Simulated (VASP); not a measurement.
Here is a VASP 6.6.1 calculation.

Contents of INCAR:

```
PREC     = Accurate       # precision mode
ENCUT    = 600            # plane-wave cutoff, eV
EDIFF    = 1E-6           # SCF threshold, eV
ISMEAR   = 0              # smearing method
SIGMA    = 0.1            # smearing width, eV
LREAL    = False          # projectors in reciprocal space
LASPH    = True           # aspherical terms in the spheres
NELM     = 100            # most SCF steps
ALGO     = Fast           # electronic algorithm
ISIF     = 3              # what is computed and relaxed
LWAVE    = False          # write WAVECAR
LCHARG   = False          # write CHGCAR
GGA      = PE             # functional
IBRION   = 2              # ionic algorithm
NSW      = 100            # ionic steps
EDIFFG   = -0.002         # ionic threshold
```

The input KPOINTS:

```
regular mesh
0
Gamma
  12 12 8
```

File POSCAR:

```
Zr
1.0
    3.2392314100      0.0000000000      0.0000000000
   -1.6196157100      2.8052566900      0.0000000000
    0.0000000000      0.0000000000      5.1722200000
Zr
2
Direct
    0.3333333300      0.6666666700      0.2500000000
    0.6666666700      0.3333333300      0.7500000000
```

Potentials or basis: VASP PAW PBE potentials, release 64 (Zr_sv).

Launch:

```bash
$ cat potpaw_PBE.64/Zr_sv/POTCAR > POTCAR
$ mpirun -np 1 vasp_std > vasp.out
```

Q: Estimate the relaxed cell.

A: a = 3.235 Å, b = 3.235 Å, c = 5.166 Å, α = 90.00°, β = 90.00°, γ = 120.00°.

Q: Predict the space group after relaxing (to 0.1 Å).

A: P6_3/mmc (No. 194).

Final structure:
```xyz
2
Lattice="3.2348 0.0000 0.0000 -1.6174 2.8014 0.0000 0.0000 0.0000 5.1656" Properties=species:S:1:pos:R:3 pbc="T T T"
Zr    0.0000    1.8676    1.2914
Zr    1.6174    0.9338    3.8742
```
